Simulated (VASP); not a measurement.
# AlN (P6_3mc) in VASP: single point with HSE06

Aim: the single point of AlN with HSE06.

Everything below comes from runs of VASP 6.6.1. Logs are shortened: lines on timing, memory, paths and dates and some standing lists are left out, and cuts for length are marked.

## Step 1: The cell of the first run

The structure is hexagonal, space group P6_3mc (No. 186). The conventional cell has a = 3.200 Å, b = 3.200 Å, c = 5.128 Å, α = 90.00°, β = 90.00°, γ = 120.00°. Al (site symmetry 3m) has 4 N at 1.95 Å within 2.6 Å. Within 2.6 Å of N (site symmetry 3m) lie 4 Al at 1.95 Å.

## Step 2: Single point, HSE06 (strain +3.0%)

Contents of POSCAR:

```
AlN
1.0
    3.1998945732      0.0000000000      0.0000000000
   -1.5999472866      2.7711899898      0.0000000000
    0.0000000000      0.0000000000      5.1279492955
Al N
2 2
Direct
    0.3333333333      0.6666666667     -0.0029868367
    0.6666666667      0.3333333333      0.4970131633
    0.3333333333      0.6666666667      0.3779868367
    0.6666666667      0.3333333333      0.8779868367
```

Contents of INCAR.step1:

```
SYSTEM = AlN
  ALGO = Normal
  EDIFF = 1E-5
  ENCUT = 520
  GGA = PE
  ISIF = 2
  ISMEAR = 0
  LASPH = .True.
  LREAL = .False.
  LWAVE = .True.
  NBANDS = 16
  NELM = 80
  PREC = Accurate
  SIGMA = 0.01
```

Contents of INCAR.step2:

```
SYSTEM = AlN
  ALGO = Normal
  EDIFF = 1E-6
  ENCUT = 520
  GGA = PE
  HFSCREEN = 0.2079
  ISIF = 2
  ISMEAR = 0
  ISTART = 1
  LASPH = .True.
  LCHARG = .True.
  LELF = .True.
  LHFCALC = .True.
  LREAL = .False.
  LVHAR = .True.
  LWAVE = .False.
  NBANDS = 16
  NELM = 80
  PREC = Accurate
  PRECFOCK = Normal
  SIGMA = 0.01
```

Contents of KPOINTS:

```
k-points
0
Gamma
  6 6 4
  0 0 0
```

Potentials or basis: VASP PAW PBE potentials, release 64 (Al, N).

The run is started by

```bash
$ cat potpaw_PBE.64/Al/POTCAR potpaw_PBE.64/N/POTCAR > POTCAR
$ cp INCAR.step1 INCAR
$ mpirun -np 1 vasp_std > vasp.out
$ cp INCAR.step2 INCAR
$ mpirun -np 1 vasp_std > vasp.out
```

OUTCAR:

```text
SYSTEM = AlN
   EDIFF = 1E-6
   ENCUT = 520
   GGA = PE
   HFSCREEN = 0.2079
   ISIF = 2
   ISMEAR = 0
   ISTART = 1
   LASPH = .True.
   LHFCALC = .True.
   LREAL = .False.
   NELM = 80
   PREC = Accurate
   PRECFOCK = Normal

 ion  position               nearest neighbor table
   1  0.333  0.667  0.997-   4 1.95   4 1.95   4 1.95   3 1.95   2 3.16   2 3.16   2 3.16   2 3.16
                             2 3.16   2 3.16
   2  0.667  0.333  0.497-   3 1.95   3 1.95   3 1.95   4 1.95   1 3.16   1 3.16   1 3.16   1 3.16
                             1 3.16   1 3.16
   3  0.333  0.667  0.378-   2 1.95   2 1.95   2 1.95   1 1.95
   4  0.667  0.333  0.878-   1 1.95   1 1.95   1 1.95   2 1.95

  LATTYP: Found a hexagonal cell.
 ALAT       =     3.1998945732
 C/A-ratio  =     1.6025369518

  Lattice vectors:

 A1 = (   3.1998945732,   0.0000000000,   0.0000000000)
 A2 = (  -1.5999472866,   2.7711899898,   0.0000000000)
 A3 = (   0.0000000000,   0.0000000000,   5.1279492955)

Analysis of symmetry for initial positions (statically):
=====================================================================
 Subroutine PRICEL returns:
 Original cell was already a primitive cell.

 Routine SETGRP: Setting up the symmetry group for a
 hexagonal supercell.

 Subroutine GETGRP returns: Found 12 space group operations
 (whereof  6 operations were pure point group operations)
 out of a pool of 24 trial point group operations.

The static configuration has the point symmetry C_3v.
 The point group associated with its full space group is C_6v.

Analysis of symmetry for dynamics (positions and initial velocities):
=====================================================================
 Subroutine PRICEL returns:
 Original cell was already a primitive cell.

 Routine SETGRP: Setting up the symmetry group for a
 hexagonal supercell.

 Subroutine GETGRP returns: Found 12 space group operations
 (whereof  6 operations were pure point group operations)
 out of a pool of 24 trial point group operations.

The dynamic configuration has the point symmetry C_3v.
 The point group associated with its full space group is C_6v.

 Subroutine INISYM returns: Found 12 space group operations
 (whereof  6 operations are pure point group operations),
 and found     1 'primitive' translations

----------------------------------------------------------------------------------------

                                     Primitive cell

  volume of cell :      45.4722

  direct lattice vectors                    reciprocal lattice vectors
     3.199894573  0.000000000  0.000000000     0.312510296  0.180427903  0.000000000
    -1.599947287  2.771189990  0.000000000     0.000000000  0.360855807  0.000000000
     0.000000000  0.000000000  5.127949295     0.000000000  0.000000000  0.195009729

  length of vectors
     3.199894573  3.199894573  5.127949295     0.360855807  0.360855807  0.195009729

  position of ions in fractional coordinates (direct lattice)
     0.333333333  0.666666667  0.997013163
     0.666666667  0.333333333  0.497013163
     0.333333333  0.666666667  0.377986837
     0.666666667  0.333333333  0.877986837

  ion indices of the primitive-cell ions
   primitive index   ion index
                 1           1
                 2           2
                 3           3
                 4           4

----------------------------------------------------------------------------------------

 KPOINTS: k-points

Automatic generation of k-mesh.
 Grid dimensions read from file:
 generate k-points for:    6    6    4

 Generating k-lattice:

  Cartesian coordinates                     Fractional coordinates (reciprocal lattice)
     0.052085049  0.030071317  0.000000000     0.166666667 -0.000000000  0.000000000
     0.000000000  0.060142634  0.000000000     0.000000000  0.166666667  0.000000000
     0.000000000  0.000000000  0.048752432     0.000000000  0.000000000  0.250000000

  Length of vectors
     0.060142634  0.060142634  0.048752432

  Shift w.r.t. Gamma in fractional coordinates (k-lattice)
     0.000000000  0.000000000  0.000000000

 Subroutine IBZKPT returns following result:
 ===========================================

 Found     21 irreducible k-points:

 Following reciprocal coordinates:
            Coordinates               Weight
  0.000000  0.000000  0.000000      1.000000
  0.166667 -0.000000  0.000000      6.000000
  0.333333  0.000000  0.000000      6.000000
  0.500000  0.000000  0.000000      3.000000
  0.166667  0.166667  0.000000      6.000000
  0.333333  0.166667  0.000000     12.000000
[... 13 lines left out ...]
  0.333333  0.166667  0.500000     12.000000
  0.333333  0.333333  0.500000      2.000000
   k-points           NKPTS =     21   k-points in BZ     NKDIM =    144   number of bands    NBANDS=     16
   number of dos      NEDOS =    301   number of ions     NIONS =      4
   total plane-waves  NPLWV =  23040
   dimension x,y,z NGX =    24 NGY =   24 NGZ =   40
   dimension x,y,z NGXF=    48 NGYF=   48 NGZF=   80
   ions per type =               2   2
   NGX,Y,Z   is equivalent  to a cutoff of  12.47, 12.47, 12.97 a.u.
   NGXF,Y,Z  is equivalent  to a cutoff of  24.94, 24.94, 25.94 a.u.
 SYSTEM =  AlN
   PREC   = accura    normal or accurate (medium, high low for compatibility)
   ISTART =      1    job   : 0-new  1-cont  2-samecut
   ICHARG =      0    charge: 1-file 2-atom 10-const
   ISPIN  =      1    spin polarized calculation?
   LNONCOLLINEAR =      F non collinear calculations
   LSORBIT =      F    spin-orbit coupling
   LASPH  =      T    aspherical Exc in radial PAW
   ENCUT  =  520.0 eV  38.22 Ry    6.18 a.u.   5.95  5.95  9.53*2*pi/ulx,y,z
   NELM   =     80;   NELMIN=  2; NELMDL=  0     # of ELM steps
   EDIFF  = 0.1E-05   stopping-criterion for ELM
   LREAL  =      F    real-space projection
   EDIFFG = 0.1E-04   stopping-criterion for IOM
   NSW    =      0    number of steps for IOM
   IBRION =     -1    ionic relax: 0-MD 1-quasi-New 2-CG
   NFREE  =      0    steps in history (QN), initial steepest desc. (CG)
   ISIF   =      2    stress and relaxation
   ISYM   =      3    0-nonsym 1-usesym 2-fastsym
   POTIM  = 0.5000    time-step for ionic-motion
   TEBEG  =    0.0;   TEEND  =   0.0 temperature during run
   PSTRESS=    0.0 pullay stress
   NELECT =      16.0000    total number of electrons
   NUPDOWN=      -1.0000    fix difference up-down
   EMIN   =  10.00;   EMAX   =-10.00  energy-range for DOS
   EFERMI =   0.00;   METHOD = LEGACY
   ISMEAR =     0;   SIGMA  =   0.01  broadening in eV -4-tet -1-fermi 0-gaus
   EFERMI_NEDOS =   21; number of points for ismear=-14 and -15
   IALGO  =     38    algorithm
   IMIX   =      1    mixing-type and parameters
     AMIX     =   0.40;   BMIX     =  1.00
     AMIX_MAG =   1.60;   BMIX_MAG =  1.00
  volume/ion in A,a.u.               =      11.37        76.72
  Fermi-wavevector in a.u.,A,eV,Ry     =   1.155756  2.184063 18.174289  1.335773
  Thomas-Fermi vector in A             =   2.292382
   LORBIT       =      0    0 simple, 1 ext, 2 COOP (PROOUT), +10 PAW based schemes
   GGA     = PE    functional components
   LHFCALC =     T    Hartree Fock is set to
   PRECFOCK=normal    Normal, Fast or Accurate (Low or Medium for compatibility)
   ENCUT4O =  -1.0   cutoff for four orbital integrals eV
   NKREDX  =     1    reduce k-point grid by
   NKREDY  =     1    reduce k-point grid by
   NKREDZ  =     1    reduce k-point grid by
   AEXX    =    0.2500 exact exchange contribution
   HFSCREEN=    0.2079 screening length (either q_TF or 0.3 A-1)
   HFSCREENC=   0.2079 screening length for correlation (either q_TF or 0.3 A-1)
   ENCUTFOCK=  -1.0 apply spherical cutoff to Coloumb kernel
   IVDW    =     0    specifies the selected vdW correction
   LEPSILON=     F    determine dielectric tensor
   LRPA    =     F    only Hartree local field effects (RPA)
 non-spin polarized calculation
 Gauss-broadening in eV      SIGMA  =   0.01
  energy-cutoff  :      520.00
  volume of cell :       45.47
 maximum number of plane-waves:      1242
 NGX is ok and might be reduce to    24
  NGX = 18; NGY = 18; NGZ = 30

 number of electron      16.0000004 magnetization

 Free energy of the ion-electron system (eV)
  ---------------------------------------------------
  ext. energy  EPLUGINS =         0.00000000
  ---------------------------------------------------
  free energy    TOTEN  =       -34.67371371 eV

  energy without entropy =      -34.67371371  energy(sigma->0) =      -34.67371371

 E-fermi :   4.6165     XC(G=0):  -8.7125

 val. band max:        4.4748363910   @ k =   0.0000   0.0000   0.0000
 cond. band min:       9.2373389226   @ k =   0.0000   0.0000   0.0000
 fundamental gap:      4.7625025316
 Fermi energy:         4.6165249167

 k-point     1 :       0.0000    0.0000    0.0000
  band No.  band energies     occupation
      1     -11.7021      2.00000
      2      -9.6840      2.00000
      3      -1.6303      2.00000
      4       3.5814      2.00000
      5       3.5814      2.00000
      6       4.2820      2.00000
[... 8 lines left out ...]
     15      18.5192      0.00000
     16      18.5192      0.00000

 k-point     2 :       0.1667   -0.0000    0.0000
  band No.  band energies     occupation
      1     -11.3669      2.00000
      2      -9.5059      2.00000
      3      -1.2055      2.00000
      4       2.1403      2.00000
      5       2.9257      2.00000
      6       3.1843      2.00000
[... 8 lines left out ...]
     15      17.8513      0.00000
     16      18.3899      0.00000

 k-point     3 :       0.3333    0.0000    0.0000
  band No.  band energies     occupation
      1     -10.5138      2.00000
      2      -9.1928      2.00000
      3      -0.1937      2.00000
      4       0.0239      2.00000
      5       1.0261      2.00000
      6       2.5738      2.00000
[... 8 lines left out ...]
     15      17.4889      0.00000
     16      19.9017      0.00000

 k-point     4 :       0.5000    0.0000    0.0000
  band No.  band energies     occupation
      1      -9.8455      2.00000
      2      -9.1873      2.00000
      3      -1.0993      2.00000
      4       0.1530      2.00000
      5       1.0481      2.00000
      6       2.3172      2.00000
[... 8 lines left out ...]
     15      18.4418      0.00000
     16      20.4112      0.00000

 k-point     5 :       0.1667    0.1667    0.0000
  band No.  band energies     occupation
      1     -10.7666      2.00000
      2      -9.2548      2.00000
      3      -0.4137      2.00000
      4       0.9991      2.00000
      5       1.0190      2.00000
      6       2.6968      2.00000
[... 8 lines left out ...]
     15      17.9626      0.00000
     16      19.5800      0.00000

 k-point     6 :       0.3333    0.1667    0.0000
  band No.  band energies     occupation
      1      -9.9062      2.00000
      2      -9.1373      2.00000
      3      -0.5806      2.00000
      4       0.3878      2.00000
      5       0.9345      2.00000
      6       1.6005      2.00000
[... 8 lines left out ...]
     15      17.9780      0.00000
     16      20.1225      0.00000
[... 210 lines left out ...]
 k-point    18 :       0.5000    0.0000    0.5000
  band No.  band energies     occupation
      1      -9.4969      2.00000
      2      -9.4969      2.00000
      3      -1.2572      2.00000
      4      -1.2572      2.00000
      5       2.9612      2.00000
      6       2.9612      2.00000
[... 8 lines left out ...]
     15      18.7668      0.00000
     16      18.7668      0.00000

 k-point    19 :       0.1667    0.1667    0.5000
  band No.  band energies     occupation
      1     -10.0851      2.00000
      2     -10.0851      2.00000
      3       0.1140      2.00000
      4       0.1140      2.00000
      5       2.6285      2.00000
      6       2.6285      2.00000
[... 8 lines left out ...]
     15      18.4141      0.00000
     16      18.4141      0.00000

 k-point    20 :       0.3333    0.1667    0.5000
  band No.  band energies     occupation
      1      -9.5126      2.00000
      2      -9.5126      2.00000
      3      -0.8214      2.00000
      4      -0.8214      2.00000
      5       1.8318      2.00000
      6       1.8318      2.00000
[... 8 lines left out ...]
     15      18.9392      0.00000
     16      18.9392      0.00000

 k-point    21 :       0.3333    0.3333    0.5000
  band No.  band energies     occupation
      1      -9.3082      2.00000
      2      -9.3082      2.00000
      3      -0.5344      2.00000
      4      -0.5344      2.00000
      5       0.6368      2.00000
      6       0.6368      2.00000
[... 8 lines left out ...]
     15      19.4363      0.00000
     16      19.4363      0.00000

------------------------ aborting loop because EDIFF is reached ----------------------------------------

  FORCE on cell =-STRESS in cart. coord.  units (eV):
  Direction    XX          YY          ZZ          XY          YZ          ZX
  --------------------------------------------------------------------------------------
  -------------------------------------------------------------------------------------
  Total       -4.8018257     -4.8018257     -4.4845098      0.0000000     -0.0000000      0.0000000
  in kB     -169.1886728   -169.1886728   -158.0082864      0.0000000     -0.0000000      0.0000000
  external PRESSURE =    -165.4618773 kB  Pullay stress =       0.0000000 kB

 VOLUME and BASIS-vectors are now :
 -----------------------------------------------------------------------------
  energy-cutoff  :      520.00
  volume of cell :       45.47
      direct lattice vectors                 reciprocal lattice vectors
     3.199894573  0.000000000  0.000000000     0.312510296  0.180427903  0.000000000
    -1.599947287  2.771189990  0.000000000     0.000000000  0.360855807  0.000000000
     0.000000000  0.000000000  5.127949295     0.000000000  0.000000000  0.195009729

 POSITION                                       TOTAL-FORCE (eV/Angst)
 -----------------------------------------------------------------------------------
     -0.00000      1.84746      5.11263         0.000000     -0.000000     -0.007149
      1.59995      0.92373      2.54866        -0.000000      0.000000     -0.007149
     -0.00000      1.84746      1.93830         0.000000      0.000000      0.007149
      1.59995      0.92373      4.50227         0.000000      0.000000      0.007149
 -----------------------------------------------------------------------------------
    total drift:                                0.000000      0.000000     -0.000800

  FREE ENERGIE OF THE ION-ELECTRON SYSTEM (eV)
  ---------------------------------------------------
  free  energy   TOTEN  =       -34.6737137144 eV

  energy  without entropy=      -34.6737137144  energy(sigma->0) =      -34.67371371
```

Wall time 26 min (1 thread of Intel Xeon Platinum 8375C at 2.90GHz (Ice Lake), shared host); peak memory 0.26 GiB.

What came out:

```
Free energy            : -34.6737 eV
Pressure               : -16.5 GPa
Largest force          : 0.007 eV/Å
Band gap on the k mesh : 4.76 eV
```

Forces in eV/Å, atoms in the order of the input:
```
Al   0.000  0.000 -0.007
Al   0.000  0.000 -0.007
N    0.000  0.000  0.007
N    0.000  0.000  0.007
```

Levels at points of the mesh, in eV from the valence-band top:
```tsv
k point	band 6	band 7	band 8	band 9	band 10	band 11
(0.00, 0.00, 0.00)	-0.19	-0.19	0.00	4.76	7.35	11.73
(0.50, 0.00, 0.00)	-2.16	-1.76	-0.72	6.84	6.94	8.95
(0.00, 0.00, 0.50)	-0.55	-0.55	-0.55	7.16	7.16	11.26
(0.50, 0.00, 0.50)	-1.51	-1.40	-1.40	6.31	6.31	10.22
```

Caveat: the cell differs from its parent crystal (strain +3.0%); the cell stands under tension; the PAW data sets were made with another functional, which shifts forces and pressure a little.
